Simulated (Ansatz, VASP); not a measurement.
# Two plane-wave programs on BaTiO3

The input POSCAR:

```
BaTiO3
1.0
    4.1538603812      0.0000000000      0.0000000000
    0.0000000000      4.1538603812      0.0000000000
    0.0000000000      0.0000000000      3.8932554685
Ba Ti O
1 1 3
Direct
    0.0000000000      0.0000000000      0.0000000000
    0.5000000000      0.5000000000      0.5000000000
    0.5000000000      0.5000000000      0.0000000000
    0.5000000000      0.0000000000      0.5000000000
    0.0000000000      0.5000000000      0.5000000000
```

Contents of INCAR.step1:

```
SYSTEM = BaTiO3
PREC = Accurate
ENCUT = 520
ISMEAR = 0
SIGMA = 0.01
LREAL = .FALSE.
LASPH = .TRUE.
NELM = 100
NBANDS = 28
GGA = PE
ALGO = Normal
EDIFF = 1E-4
LWAVE = .TRUE.
LCHARG = .FALSE.
```

File INCAR.step2:

```
SYSTEM = BaTiO3
PREC = Accurate
ENCUT = 520
EDIFF = 1E-6
ISMEAR = 0
SIGMA = 0.01
LREAL = .FALSE.
LASPH = .TRUE.
NELM = 100
ALGO = Normal
ISIF = 2
LWAVE = .FALSE.
LCHARG = .FALSE.
METAGGA = R2SCAN
LMIXTAU = .TRUE.
NBANDS = 28
ISTART = 1
```

The input KPOINTS:

```
regular mesh
0
G
  6 6 6
  0 0 0
```

Input for Ansatz:

```yaml
crystal:
  lattice:
    - [4.1538603812, 0.0, 0.0]
    - [0.0, 4.1538603812, 0.0]
    - [0.0, 0.0, 3.8932554685]
  atoms:
    - { symbol: Ba, position: [0.0, 0.0, 0.0] }
    - { symbol: Ti, position: [0.5, 0.5, 0.5] }
    - { symbol: O, position: [0.5, 0.5, 0.0] }
    - { symbol: O, position: [0.5, 0.0, 0.5] }
    - { symbol: O, position: [0.0, 0.5, 0.5] }
kpoints:
  mp_grid: { grid: [6, 6, 6] }
  band_path:
    path: [[0.0, 0.0, 0.0], [0.0, 0.5, 0.0], [0.5, 0.5, 0.0], [0.5, 0.5, 0.5]]
    npoints: 1
hamiltonian:
  xc: r2scan
scf:
  occupations: { method: fixed }
  n_extra_bands: 5
output:
  forces: true
  stress: true
  eigenvalues: true
```

Change from the starting cell: epitaxial_xy strain +4.0%.

Alike in both runs: task single point; functional r2SCAN; k mesh 6 × 6 × 6; no spin polarisation.

|  | VASP | Ansatz |
| --- | --- | --- |
| version | VASP 6.6.1 | Ansatz 0.2.0 |
| potentials or method | VASP PAW PBE potentials, release 64 (Ba_sv, Ti_sv, O) | plane waves, PAW |
| plane-wave cutoff (eV) | 520 | 500 |
| occupations | gaussian, width 0.01 eV | fixed |
| valence electrons in the cell | 40 | 40 |

VASP gave:

- gap on the k mesh at the Fermi level (eV): 1.90
- pressure (GPa): -5.9
- traceless stress, the component that is largest in VASP (GPa): 7.81

Task: Estimate Ansatz's values.

Result: gap on the k mesh at the Fermi level (eV): 1.92; pressure (GPa): -7.6; traceless stress, the component that is largest in VASP (GPa): 7.55.

VASP's potentials were made for PBE, not for r2SCAN.

Spin-orbit coupling is off throughout.
